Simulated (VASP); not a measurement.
Set up this calculation in VASP 6.6.1, as the native input.

| Item | Value |
| --- | --- |
| Task | single point |
| Functional | B3LYP |
| Dispersion | D3(BJ) |
| Potentials or basis | VASP PAW PBE potentials, release 64 (Na_pv) |
| Cutoff | 400 eV |
| k mesh | 6 × 6 × 6 |
| Occupations | fermi-dirac, width 0.05 eV |
| Spin | no spin polarisation |
| Dipole correction | no |
| Grid for exact exchange (PRECFOCK) | Normal |
| Further INCAR settings | ALGO = Normal; EDIFF = 1e-06; NBANDS = 10 |
| Share of exact exchange | 0.2 |

The system is Na.

```
Na
1.0
    -2.14100    2.14100    2.14100
     2.14100   -2.14100    2.14100
     2.14100    2.14100   -2.14100
Na
1
Direct
  0.00000 0.00000 0.00000
```

The input as run:

POSCAR

```
Na
1.0
   -2.1410000000      2.1410000000      2.1410000000
    2.1410000000     -2.1410000000      2.1410000000
    2.1410000000      2.1410000000     -2.1410000000
Na
1
Direct
    0.0000000000      0.0000000000      0.0000000000
```

INCAR.step1

```
ALGO = Normal
EDIFF = 1E-5
ENCUT = 400
GGA = PE
GGA_COMPAT = False
ISIF = 2
ISMEAR = -1
LASPH = True
LREAL = False
LWAVE = True
NBANDS = 10
NELM = 120
PREC = Accurate
SIGMA = 0.05
```

INCAR.step2

```
AEXX = 0.2
AGGAC = 0.81
AGGAX = 0.72
ALDAC = 0.19
ALGO = Normal
EDIFF = 1E-6
ENCUT = 400
GGA = B3
GGA_COMPAT = False
ISIF = 2
ISMEAR = -1
ISTART = 1
IVDW = 12
LASPH = True
LCHARG = True
LELF = True
LHFCALC = True
LREAL = False
LVHAR = True
LWAVE = False
NBANDS = 10
NELM = 120
PREC = Accurate
PRECFOCK = Normal
SIGMA = 0.05
```

KPOINTS

```
k-points
0
Gamma
  6 6 6
```

Potentials or basis: VASP PAW PBE potentials, release 64 (Na_pv).

Launch:

```sh
$ cat potpaw_PBE.64/Na_pv/POTCAR > POTCAR
$ cp INCAR.step1 INCAR
$ mpirun -np 1 vasp_std > vasp.out
$ cp INCAR.step2 INCAR
$ mpirun -np 1 vasp_std > vasp.out
```

It gave:

| Item | Value |
| --- | --- |
| Pressure | -1.6 GPa |
| Band gap on the k mesh | zero (an odd number of electrons rules out a gap without spin polarisation) |
| Dispersion energy per atom | -0.307 eV |

Caveat: the PAW data sets were made with another functional, which shifts forces and pressure a little.

Run time: 5 min on 1 thread of Intel(R) Xeon(R) Platinum 8259CL CPU @ 2.50GHz (Skylake/Cascade Lake), with other jobs on the host, peak memory 0.15 GiB.
